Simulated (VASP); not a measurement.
Input of a VASP 6.6.1 run:

Contents of INCAR:

```
PREC = Accurate ; ENCUT = 520
EDIFF = 1E-7 ; ISMEAR = 0
SIGMA = 0.1 ; LREAL = False
LASPH = True ; NELM = 80
ALGO = Normal ; ISIF = 2
LWAVE = False ; LCHARG = True
LDIPOL = True ; IDIPOL = 3
DIPOL = 0.5 0.5 0.345 ; GGA = PE
IVDW = 12 ; LELF = True
LVHAR = True ; LVACPOTAV = True
NBANDS = 16
```

File KPOINTS:

```
regular mesh
0
Gamma
  15 15 1
```

File POSCAR:

```
C
1.0
    2.4657189590      0.0000000000      0.0000000000
   -1.2328594795      2.1353752571      0.0000000000
    0.0000000000      0.0000000000     17.5000000000
C
4
Direct
    0.3333333333      0.6666666667      0.2571428571
    0.6666666667      0.3333333333      0.2571428571
    0.6666666667      1.3333333333      0.4320000000
    0.3333333333      1.6666666667      0.4320000000
```

Potentials or basis: VASP PAW PBE potentials, release 64 (C).

The run is started by

```bash
$ cat potpaw_PBE.64/C/POTCAR > POTCAR
$ mpirun -np 1 vasp_std > vasp.out
```

Q: What does it give for the dispersion energy per atom?

A: -0.127 eV.

Q: What does it give for the largest force?

A: 0.216 eV/Å.

Forces on the atoms (eV/Å):
```
C    0.000  0.000 -0.216
C    0.000  0.000 -0.216
C    0.000  0.000  0.216
C    0.000  0.000  0.216
```

Caveat: the cell differs from its parent crystal (layers slid over each other).
